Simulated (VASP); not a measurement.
# Ba4CdBr (P4/mmm) in VASP: single point with PBE

Aim: the single point of Ba4CdBr with PBE.

Everything below comes from runs of VASP 6.6.1. Logs are shortened: lines on timing, memory, paths and dates and some standing lists are left out, and cuts for length are marked.

## 1. The cell of the first run

It takes space group P4/mmm (No. 123, tetragonal). Conventional cell: a = 5.837 Å, b = 5.837 Å, c = 4.233 Å, α = 90.00°, β = 90.00°, γ = 90.00°. Within 2.6 Å of Ba (site symmetry m2m) lie 2 Ba at 1.94 Å and 2 Br at 2.52 Å. Cd (site symmetry 4/mmm) has 16 Ba at 3.92 Å and 4 Br at 4.13 Å and 2 Cd at 4.23 Å within 5.2 Å. Br (site symmetry 4/mmm) has 8 Ba at 2.52 Å within 3.3 Å.

The cell was generated, and may not be a known phase.

## 2. Single point, PBE

Input file INCAR:

```
PREC = Accurate
ENCUT = 630
EDIFF = 1E-6
ISMEAR = 0
SIGMA = 0.1
LREAL = F
LASPH = T
NELM = 120
ALGO = Normal
ISIF = 2
LWAVE = F
LCHARG = F
GGA = PE
NBANDS = 42
GGA_COMPAT = F
```

Input file KPOINTS:

```
Automatic mesh
0
Gamma
  4 4 4
```

Input file POSCAR:

```
Ba4CdBr
1.0
    5.8374922800      0.0000000000      0.0000000000
    0.0000000000      5.8374922800      0.0000000000
    0.0000000000      0.0000000000      4.2334711600
Ba Cd Br
4 1 1
Direct
    0.2347168100      0.0000000000      0.0000000000
    0.7652831900      0.0000000000      0.0000000000
    0.0000000000      0.2347168100      0.0000000000
    0.0000000000      0.7652831900      0.0000000000
    0.5000000000      0.5000000000      0.5000000000
    0.0000000000      0.0000000000      0.5000000000
```

Potentials or basis: VASP PAW PBE potentials, release 64 (Ba_sv, Cd_sv_GW, Br).

The run is started by

```sh
$ cat potpaw_PBE.64/Ba_sv/POTCAR potpaw_PBE.64/Cd_sv_GW/POTCAR potpaw_PBE.64/Br/POTCAR > POTCAR
$ mpirun -np 1 vasp_std > vasp.out
```

OUTCAR:

```text
PREC = Accurate
   ENCUT = 630
   EDIFF = 1E-6
   ISMEAR = 0
   LREAL = F
   LASPH = T
   NELM = 120
   ISIF = 2
   GGA = PE

 ion  position               nearest neighbor table
   1  0.235  0.000  0.000-   3 1.94   4 1.94   6 2.52   6 2.52   2 2.74   2 3.10   4 4.66   3 4.66
                             4 4.66   3 4.66   3 4.67   4 4.67   4 4.67   3 4.67
   2  0.765  0.000  0.000-   3 1.94   4 1.94   6 2.52   6 2.52   1 2.74   1 3.10   3 4.66   4 4.66
                             3 4.66   4 4.66   3 4.67   4 4.67   3 4.67   4 4.67
   3  0.000  0.235  0.000-   1 1.94   2 1.94   6 2.52   6 2.52   4 2.74   4 3.10   2 4.66   1 4.66
                             2 4.66   1 4.66   1 4.67   2 4.67   2 4.67   1 4.67
   4  0.000  0.765  0.000-   1 1.94   2 1.94   6 2.52   6 2.52   3 2.74   3 3.10   1 4.66   2 4.66
                             1 4.66   2 4.66   1 4.67   2 4.67   2 4.67   1 4.67
   5  0.500  0.500  0.500-
   6  0.000  0.000  0.500-   1 2.52   2 2.52   3 2.52   4 2.52   1 2.52   2 2.52   3 2.52   4 2.52

 -----------------------------------------------------------------------------
|                                                                             |
|           W    W    AA    RRRRR   N    N  II  N    N   GGGG   !!!           |
|           W    W   A  A   R    R  NN   N  II  NN   N  G    G  !!!           |
|           W    W  A    A  R    R  N N  N  II  N N  N  G       !!!           |
|           W WW W  AAAAAA  RRRRR   N  N N  II  N  N N  G  GGG   !            |
|           WW  WW  A    A  R   R   N   NN  II  N   NN  G    G                |
|           W    W  A    A  R    R  N    N  II  N    N   GGGG   !!!           |
|                                                                             |
|     The distance between some ions is very small. Please check the          |
|     nearest-neighbor list in the OUTCAR file.                               |
|     I HOPE YOU KNOW WHAT YOU ARE DOING!                                     |
|                                                                             |
 -----------------------------------------------------------------------------

  LATTYP: Found a simple tetragonal cell.
 ALAT       =     5.8374922800
 C/A-ratio  =     0.7252208580

  Lattice vectors:

 A1 = (   5.8374922800,   0.0000000000,   0.0000000000)
 A2 = (   0.0000000000,   5.8374922800,   0.0000000000)
 A3 = (   0.0000000000,   0.0000000000,   4.2334711600)

Analysis of symmetry for initial positions (statically):
=====================================================================
 Subroutine PRICEL returns:
 Original cell was already a primitive cell.

 Routine SETGRP: Setting up the symmetry group for a
 simple tetragonal supercell.

 Subroutine GETGRP returns: Found 16 space group operations
 (whereof 16 operations were pure point group operations)
 out of a pool of 16 trial point group operations.

[... 126 lines left out ...]
   NELECT =      67.0000    total number of electrons
   NUPDOWN=      -1.0000    fix difference up-down
   EMIN   =  10.00;   EMAX   =-10.00  energy-range for DOS
   EFERMI =   0.00;   METHOD = LEGACY
   ISMEAR =     0;   SIGMA  =   0.10  broadening in eV -4-tet -1-fermi 0-gaus
   EFERMI_NEDOS =   21; number of points for ismear=-14 and -15
   IALGO  =     38    algorithm
   IMIX   =      4    mixing-type and parameters
     AMIX     =   0.40;   BMIX     =  1.00
     AMIX_MAG =   1.60;   BMIX_MAG =  1.00
  volume/ion in A,a.u.               =      24.04       162.25
  Fermi-wavevector in a.u.,A,eV,Ry     =   1.267798  2.395791 21.868800  1.607311
  Thomas-Fermi vector in A             =   2.400927
   LORBIT       =      0    0 simple, 1 ext, 2 COOP (PROOUT), +10 PAW based schemes
   GGA     = PE    functional components
   LHFCALC =     F    Hartree Fock is set to
   AEXX    =    0.0000 exact exchange contribution
   IVDW    =     0    specifies the selected vdW correction
   LEPSILON=     F    determine dielectric tensor
   LRPA    =     F    only Hartree local field effects (RPA)
 non-spin polarized calculation
 Gauss-broadening in eV      SIGMA  =   0.10
  energy-cutoff  :      630.00
  volume of cell :      144.26
 maximum number of plane-waves:      5202
 NGX is ok and might be reduce to    48
   NGX = 23   NGY = 23   NGZ = 17

 number of electron      67.0000008 magnetization

 Free energy of the ion-electron system (eV)
  ---------------------------------------------------
  ext. energy  EPLUGINS =         0.00000000
  ---------------------------------------------------
  free energy    TOTEN  =        74.71541387 eV

  energy without entropy =       74.72370227  energy(sigma->0) =       74.71955807

 E-fermi :   5.8694     XC(G=0): -10.2435

 val. band max:        5.7498430003   @ k =   0.5000   0.0000   0.2500
 cond. band min:       5.9112617739   @ k =   0.5000   0.2500   0.0000
 fundamental gap:      0.1614187736
 Fermi energy:         5.8693806259

 k-point     1 :       0.0000    0.0000    0.0000
  band No.  band energies     occupation
      1     -97.0098      2.00000
      2     -58.0583      2.00000
      3     -58.0583      2.00000
      4     -58.0313      2.00000
      5     -33.5392      2.00000
      6     -26.6915      2.00000
[... 799 lines left out ...]
     41      10.5213      0.00000
     42      10.5712      0.00000

------------------------ aborting loop because EDIFF is reached ----------------------------------------

  FORCE on cell =-STRESS in cart. coord.  units (eV):
  Direction    XX          YY          ZZ          XY          YZ          ZX
  --------------------------------------------------------------------------------------
  -------------------------------------------------------------------------------------
  Total      269.1027266    269.1027266     65.9598329      0.0000000      0.0000000      0.0000000
  in kB     2988.6801325   2988.6801325    732.5560929      0.0000000      0.0000000      0.0000000
  external PRESSURE =    2236.6387860 kB  Pullay stress =       0.0000000 kB

 VOLUME and BASIS-vectors are now :
 -----------------------------------------------------------------------------
  energy-cutoff  :      630.00
  volume of cell :      144.26
      direct lattice vectors                 reciprocal lattice vectors
     5.837492280  0.000000000  0.000000000     0.171306436  0.000000000  0.000000000
     0.000000000  5.837492280  0.000000000     0.000000000  0.171306436  0.000000000
     0.000000000  0.000000000  4.233471160     0.000000000  0.000000000  0.236212782

 POSITION                                       TOTAL-FORCE (eV/Angst)
 -----------------------------------------------------------------------------------
      1.37016      0.00000      0.00000        94.153198      0.000000      0.000000
      4.46733      0.00000      0.00000       -94.153198      0.000000     -0.000000
      0.00000      1.37016      0.00000         0.000000     94.153198     -0.000000
      0.00000      4.46733      0.00000        -0.000000    -94.153198      0.000000
      2.91875      2.91875      2.11674         0.000000      0.000000      0.000000
      0.00000      0.00000      2.11674         0.000000      0.000000      0.000000
 -----------------------------------------------------------------------------------
    total drift:                                0.000000     -0.000000      0.000000

  FREE ENERGIE OF THE ION-ELECTRON SYSTEM (eV)
  ---------------------------------------------------
  free  energy   TOTEN  =        74.7154138738 eV

  energy  without entropy=       74.7237022738  energy(sigma->0) =       74.71955807
```

Run time: 83 s. Hardware: 1 thread of Intel Xeon 6975P-C (Granite Rapids), shared host; peak memory 0.37 GiB.

What came out:

| Item | Value |
| --- | --- |
| Free energy | 74.7154 eV |
| Pressure | 223.7 GPa |
| Largest force | 94.153 eV/Å |
| Band gap on the k mesh | zero (an odd number of electrons rules out a gap without spin polarisation) |

Forces on the atoms (eV/Å):
```
Ba   94.153   0.000   0.000
Ba  -94.153   0.000   0.000
Ba    0.000  94.153   0.000
Ba    0.000 -94.153   0.000
Cd    0.000   0.000   0.000
Br    0.000   0.000   0.000
```

Caveat: the k points lie up to 0.37 Å⁻¹ apart, too coarse for converged energies and pressures of a metal; atoms lie so close that the PAW spheres overlap strongly, which falsifies energies and pressures; spin-orbit coupling is left out, which moves the levels of the heavy elements; forces of over 1 eV/Å act on the atoms, so gaps and moduli don't describe the material at rest.

The gap in the log of VASP goes by the Fermi energy; the results here count the filled bands.